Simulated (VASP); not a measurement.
# Mg2Sn (Fm-3m) in VASP: further runs

Mg2Sn is run at these levels: PBE; tasks: single point.

Program: VASP 6.6.1. These are calculated values, not measurements. Logs are shortened: lines on timing, memory, paths and dates and some standing lists are left out, and cuts for length are marked.

### 1 The cell of the first run

The structure is cubic, space group Fm-3m (No. 225). The conventional cell has a = 6.724 Å, b = 6.724 Å, c = 6.724 Å, α = 90.00°, β = 90.00°, γ = 90.00°. Mg (site symmetry -43m) has 4 Sn at 2.91 Å and 6 Mg at 3.36 Å within 3.8 Å. Within 3.8 Å of Sn (site symmetry m-3m) lie 8 Mg at 2.91 Å.

### 2 Single point, PBE (25.33 Å³/atom)

Input file INCAR:

```
PREC = Accurate
ENCUT = 600
EDIFF = 1E-6
ISMEAR = 0
SIGMA = 0.05
LREAL = F
LASPH = T
NELM = 120
ALGO = Normal
ISIF = 2
LWAVE = F
LCHARG = F
GGA = PE
NBANDS = 16
GGA_COMPAT = F
```

Input file KPOINTS:

```
regular mesh
0
Gamma
  10 10 10
```

Input file POSCAR:

```
Mg2Sn
1.0
    0.0000000000      3.3619917603      3.3619917603
    3.3619917603      0.0000000000      3.3619917603
    3.3619917603      3.3619917603      0.0000000000
Mg Sn
2 1
Direct
    0.2500000000      0.2500000000      0.2500000000
    0.7500000000      0.7500000000      0.7500000000
    0.0000000000      0.0000000000      0.0000000000
```

Potentials or basis: VASP PAW PBE potentials, release 64 (Mg, Sn_d).

Started as:

```console
$ cat potpaw_PBE.64/Mg/POTCAR potpaw_PBE.64/Sn_d/POTCAR > POTCAR
$ mpirun -np 1 vasp_std > vasp.out
```

OUTCAR:

```text
PREC = Accurate
   ENCUT = 600
   EDIFF = 1E-6
   ISMEAR = 0
   LREAL = F
   LASPH = T
   NELM = 120
   ISIF = 2
   GGA = PE

 ion  position               nearest neighbor table
   1  0.250  0.250  0.250-   3 2.91   3 2.91   3 2.91   3 2.91   2 3.36   2 3.36   2 3.36   2 3.36
                             2 3.36   2 3.36
   2  0.750  0.750  0.750-   3 2.91   3 2.91   3 2.91   3 2.91   1 3.36   1 3.36   1 3.36   1 3.36
                             1 3.36   1 3.36
   3  0.000  0.000  0.000-   2 2.91   2 2.91   2 2.91   1 2.91   1 2.91   1 2.91   2 2.91   1 2.91

  LATTYP: Found a face centered cubic cell.
 ALAT       =     6.7239835206

  Lattice vectors:

 A1 = (   0.0000000000,   3.3619917603,   3.3619917603)
 A2 = (   3.3619917603,   0.0000000000,   3.3619917603)
 A3 = (   3.3619917603,   3.3619917603,   0.0000000000)

Analysis of symmetry for initial positions (statically):
=====================================================================
 Subroutine PRICEL returns:
 Original cell was already a primitive cell.

 Routine SETGRP: Setting up the symmetry group for a
 face centered cubic supercell.

 Subroutine GETGRP returns: Found 48 space group operations
 (whereof 48 operations were pure point group operations)
 out of a pool of 48 trial point group operations.

The static configuration has the point symmetry O_h .

Analysis of symmetry for dynamics (positions and initial velocities):
=====================================================================
 Subroutine PRICEL returns:
 Original cell was already a primitive cell.

 Routine SETGRP: Setting up the symmetry group for a
 face centered cubic supercell.

 Subroutine GETGRP returns: Found 48 space group operations
 (whereof 48 operations were pure point group operations)
 out of a pool of 48 trial point group operations.

The dynamic configuration has the point symmetry O_h .

 Subroutine INISYM returns: Found 48 space group operations
 (whereof 48 operations are pure point group operations),
 and found     1 'primitive' translations

----------------------------------------------------------------------------------------

                                     Primitive cell

  volume of cell :      76.0011

  direct lattice vectors                    reciprocal lattice vectors
     0.000000000  3.361991760  3.361991760    -0.148721364  0.148721364  0.148721364
     3.361991760  0.000000000  3.361991760     0.148721364 -0.148721364  0.148721364
     3.361991760  3.361991760  0.000000000     0.148721364  0.148721364 -0.148721364

  length of vectors
     4.754574344  4.754574344  4.754574344     0.257592958  0.257592958  0.257592958

  position of ions in fractional coordinates (direct lattice)
     0.250000000  0.250000000  0.250000000
     0.750000000  0.750000000  0.750000000
     0.000000000  0.000000000  0.000000000

  ion indices of the primitive-cell ions
   primitive index   ion index
                 1           1
                 2           2
                 3           3

----------------------------------------------------------------------------------------

 KPOINTS: regular mesh

Automatic generation of k-mesh.
 Grid dimensions read from file:
 generate k-points for:   10   10   10

 Generating k-lattice:

  Cartesian coordinates                     Fractional coordinates (reciprocal lattice)
    -0.014872136  0.014872136  0.014872136     0.100000000  0.000000000  0.000000000
     0.014872136 -0.014872136  0.014872136     0.000000000  0.100000000  0.000000000
     0.014872136  0.014872136 -0.014872136     0.000000000  0.000000000  0.100000000

  Length of vectors
     0.025759296  0.025759296  0.025759296

  Shift w.r.t. Gamma in fractional coordinates (k-lattice)
     0.000000000  0.000000000  0.000000000

 Subroutine IBZKPT returns following result:
 ===========================================

 Found     47 irreducible k-points:

 Following reciprocal coordinates:
            Coordinates               Weight
  0.000000  0.000000  0.000000      1.000000
  0.100000  0.000000  0.000000      8.000000
  0.200000  0.000000  0.000000      8.000000
  0.300000  0.000000  0.000000      8.000000
  0.400000  0.000000  0.000000      8.000000
  0.500000  0.000000  0.000000      4.000000
[... 16 lines left out ...]
  0.300000  0.300000  0.000000      6.000000
  0.400000  0.300000  0.000000     24.000000
 [... further k-points ...]
   k-points           NKPTS =     47   k-points in BZ     NKDIM =     47   number of bands    NBANDS=     16
   number of dos      NEDOS =    301   number of ions     NIONS =      3
   total plane-waves  NPLWV =  64000
   dimension x,y,z NGX =    40 NGY =   40 NGZ =   40
   dimension x,y,z NGXF=    80 NGYF=   80 NGZF=   80
   ions per type =               2   1
   NGX,Y,Z   is equivalent  to a cutoff of  13.99, 13.99, 13.99 a.u.
   NGXF,Y,Z  is equivalent  to a cutoff of  27.97, 27.97, 27.97 a.u.
 SYSTEM =  unknown system
   PREC   = accura    normal or accurate (medium, high low for compatibility)
   ISTART =      0    job   : 0-new  1-cont  2-samecut
   ICHARG =      2    charge: 1-file 2-atom 10-const
   ISPIN  =      1    spin polarized calculation?
   LNONCOLLINEAR =      F non collinear calculations
   LSORBIT =      F    spin-orbit coupling
   LASPH  =      T    aspherical Exc in radial PAW
   ENCUT  =  600.0 eV  44.10 Ry    6.64 a.u.   9.50  9.50  9.50*2*pi/ulx,y,z
   NELM   =    120;   NELMIN=  2; NELMDL= -5     # of ELM steps
   EDIFF  = 0.1E-05   stopping-criterion for ELM
   LREAL  =      F    real-space projection
   EDIFFG = 0.1E-04   stopping-criterion for IOM
   NSW    =      0    number of steps for IOM
   IBRION =     -1    ionic relax: 0-MD 1-quasi-New 2-CG
   NFREE  =      0    steps in history (QN), initial steepest desc. (CG)
   ISIF   =      2    stress and relaxation
   ISYM   =      2    0-nonsym 1-usesym 2-fastsym
   POTIM  = 0.5000    time-step for ionic-motion
   TEBEG  =    0.0;   TEEND  =   0.0 temperature during run
   PSTRESS=    0.0 pullay stress
   NELECT =      18.0000    total number of electrons
   NUPDOWN=      -1.0000    fix difference up-down
   EMIN   =  10.00;   EMAX   =-10.00  energy-range for DOS
   EFERMI =   0.00;   METHOD = LEGACY
   ISMEAR =     0;   SIGMA  =   0.05  broadening in eV -4-tet -1-fermi 0-gaus
   EFERMI_NEDOS =   21; number of points for ismear=-14 and -15
   IALGO  =     38    algorithm
   IMIX   =      4    mixing-type and parameters
     AMIX     =   0.40;   BMIX     =  1.00
     AMIX_MAG =   1.60;   BMIX_MAG =  1.00
  volume/ion in A,a.u.               =      25.33       170.96
  Fermi-wavevector in a.u.,A,eV,Ry     =   1.012882  1.914070 13.958635  1.025931
  Thomas-Fermi vector in A             =   2.146018
   LORBIT       =      0    0 simple, 1 ext, 2 COOP (PROOUT), +10 PAW based schemes
   GGA     = PE    functional components
   LHFCALC =     F    Hartree Fock is set to
   AEXX    =    0.0000 exact exchange contribution
   IVDW    =     0    specifies the selected vdW correction
   LEPSILON=     F    determine dielectric tensor
   LRPA    =     F    only Hartree local field effects (RPA)
 non-spin polarized calculation
 Gauss-broadening in eV      SIGMA  =   0.05
  energy-cutoff  :      600.00
  volume of cell :       76.00
 maximum number of plane-waves:      2637
 NGX is ok and might be reduce to    40
   NGX = 19   NGY = 19   NGZ = 19

 number of electron      18.0000000 magnetization

 Free energy of the ion-electron system (eV)
  ---------------------------------------------------
  ext. energy  EPLUGINS =         0.00000000
  ---------------------------------------------------
  free energy    TOTEN  =        -7.41851457 eV

  energy without entropy =       -7.41818020  energy(sigma->0) =       -7.41834738

 E-fermi :   4.3579     XC(G=0):  -8.8198

 val. band max:        4.3145551163   @ k =  -0.1000   0.1000   0.0000
 cond. band min:       4.3902476428   @ k =   0.4000   0.4000   0.0000
 fundamental gap:      0.0756925265
 Fermi energy:         4.3578997025

 k-point     1 :       0.0000    0.0000    0.0000
  band No.  band energies     occupation
      1     -16.5771      2.00000
      2     -16.5771      2.00000
      3     -16.5771      2.00000
      4     -16.5366      2.00000
      5     -16.5366      2.00000
      6      -4.7862      2.00000
[... 8 lines left out ...]
     15       9.8764      0.00000
     16       9.8764      0.00000

 k-point     2 :       0.1000    0.0000    0.0000
  band No.  band energies     occupation
      1     -16.5770      2.00000
      2     -16.5767      2.00000
      3     -16.5767      2.00000
      4     -16.5366      2.00000
      5     -16.5366      2.00000
      6      -4.7034      2.00000
[... 8 lines left out ...]
     15       9.1521      0.00000
     16       9.1521      0.00000

 k-point     3 :       0.2000    0.0000    0.0000
  band No.  band energies     occupation
      1     -16.5768      2.00000
      2     -16.5758      2.00000
      3     -16.5758      2.00000
      4     -16.5364      2.00000
      5     -16.5364      2.00000
      6      -4.4628      2.00000
[... 8 lines left out ...]
     15       8.7922      0.00000
     16       9.2813      0.00000

 k-point     4 :       0.3000    0.0000    0.0000
  band No.  band energies     occupation
      1     -16.5766      2.00000
      2     -16.5748      2.00000
      3     -16.5748      2.00000
      4     -16.5362      2.00000
      5     -16.5362      2.00000
      6      -4.0958      2.00000
[... 8 lines left out ...]
     15       9.3291      0.00000
     16       9.6605      0.00000
[... 324 lines left out ...]
 k-point    22 :      -0.2000    0.2000    0.0000
  band No.  band energies     occupation
      1     -16.5763      2.00000
      2     -16.5745      2.00000
      3     -16.5744      2.00000
      4     -16.5366      2.00000
      5     -16.5359      2.00000
      6      -3.9698      2.00000
[... 8 lines left out ...]
     15      10.9212      0.00000
     16      11.5834      0.00000

 k-point    23 :       0.3000    0.3000    0.0000
  band No.  band energies     occupation
      1     -16.5794      2.00000
      2     -16.5723      2.00000
      3     -16.5723      2.00000
      4     -16.5381      2.00000
      5     -16.5344      2.00000
      6      -3.8523      2.00000
[... 8 lines left out ...]
     15      10.8392      0.00000
     16      12.2483      0.00000

 k-point    24 :       0.4000    0.3000    0.0000
  band No.  band energies     occupation
      1     -16.5794      2.00000
      2     -16.5716      2.00000
      3     -16.5714      2.00000
      4     -16.5383      2.00000
      5     -16.5341      2.00000
      6      -3.5306      2.00000
[... 8 lines left out ...]
     15      11.7660      0.00000
     16      12.2948      0.00000

 [... further k-points ...]

------------------------ aborting loop because EDIFF is reached ----------------------------------------

  FORCE on cell =-STRESS in cart. coord.  units (eV):
  Direction    XX          YY          ZZ          XY          YZ          ZX
  --------------------------------------------------------------------------------------
  -------------------------------------------------------------------------------------
  Total        0.8324956      0.8324956      0.8324956     -0.0000000     -0.0000000      0.0000000
  in kB       17.5498170     17.5498170     17.5498170     -0.0000000     -0.0000000      0.0000000
  external PRESSURE =      17.5498170 kB  Pullay stress =       0.0000000 kB

 VOLUME and BASIS-vectors are now :
 -----------------------------------------------------------------------------
  energy-cutoff  :      600.00
  volume of cell :       76.00
      direct lattice vectors                 reciprocal lattice vectors
     0.000000000  3.361991760  3.361991760    -0.148721364  0.148721364  0.148721364
     3.361991760  0.000000000  3.361991760     0.148721364 -0.148721364  0.148721364
     3.361991760  3.361991760  0.000000000     0.148721364  0.148721364 -0.148721364

 POSITION                                       TOTAL-FORCE (eV/Angst)
 -----------------------------------------------------------------------------------
      1.68100      1.68100      1.68100         0.000000      0.000000      0.000000
      5.04299      5.04299      5.04299        -0.000000     -0.000000     -0.000000
      0.00000      0.00000      0.00000        -0.000000      0.000000     -0.000000
 -----------------------------------------------------------------------------------
    total drift:                               -0.000000      0.000000      0.000000

  FREE ENERGIE OF THE ION-ELECTRON SYSTEM (eV)
  ---------------------------------------------------
  free  energy   TOTEN  =        -7.4185145672 eV

  energy  without entropy=       -7.4181801953  energy(sigma->0) =       -7.41834738
```

It took 2.6 min on 1 thread of Intel Xeon 8259CL, shared host; peak memory 0.28 GiB.

Results:

| Property | Result |
| --- | --- |
| Free energy | -7.4185 eV |
| Pressure | 1.8 GPa |
| Band gap on the k mesh | zero (bands 9 and 10 overlap by 0.13 eV) |

Caveat: spin-orbit coupling is left out, which moves the levels of the heavy elements.

### 3 Single point, PBE (25.86 Å³/atom)

This run uses another cell than the first one, of 25.86 Å³/atom.

Input file INCAR:

```
SYSTEM = Mg2Sn
PREC = Accurate ; ENCUT = 600
EDIFF = 1E-6 ; ISMEAR = 0
SIGMA = 0.05 ; LREAL = .False.
LASPH = .True. ; NELM = 120
ALGO = Normal ; ISIF = 2
LWAVE = .False. ; LCHARG = .False.
GGA = PE ; NBANDS = 16
GGA_COMPAT = .False.
```

Input file KPOINTS:

```
regular mesh
0
Gamma
  10 10 10
  0 0 0
```

Input file POSCAR:

```
Mg2Sn
1.0
    0.0000000000      3.3851786431      3.3851786431
    3.3851786431      0.0000000000      3.3851786431
    3.3851786431      3.3851786431      0.0000000000
Mg Sn
2 1
Direct
    0.2500000000      0.2500000000      0.2500000000
    0.7500000000      0.7500000000      0.7500000000
    0.0000000000      0.0000000000      0.0000000000
```

Potentials or basis: VASP PAW PBE potentials, release 64 (Mg, Sn_d).

Started as:

```console
$ cat potpaw_PBE.64/Mg/POTCAR potpaw_PBE.64/Sn_d/POTCAR > POTCAR
$ mpirun -np 1 vasp_std > vasp.out
```

Run time: 2.5 min. Hardware: 1 thread of Intel Xeon 8259CL, shared host; peak memory 0.28 GiB.

It converged, with:

* Free energy: -7.4304 eV
* Pressure: 0.8 GPa
* Band gap on the k mesh: zero (bands 9 and 10 overlap by 0.17 eV)

Levels at points of the mesh, in eV from the Fermi level:
```csv
k point,band 7,band 8,band 9,band 10,band 11,band 12
"(0.00, 0.00, 0.00)",0.05,0.05,0.05,1.45,2.19,2.19
"(0.50, 0.00, 0.00)",-4.75,-0.78,-0.78,0.70,2.26,2.26
"(0.50, 0.50, 0.00)",-4.54,-2.05,-2.05,-0.11,0.22,7.25
```

Caveat: spin-orbit coupling is left out, which moves the levels of the heavy elements.
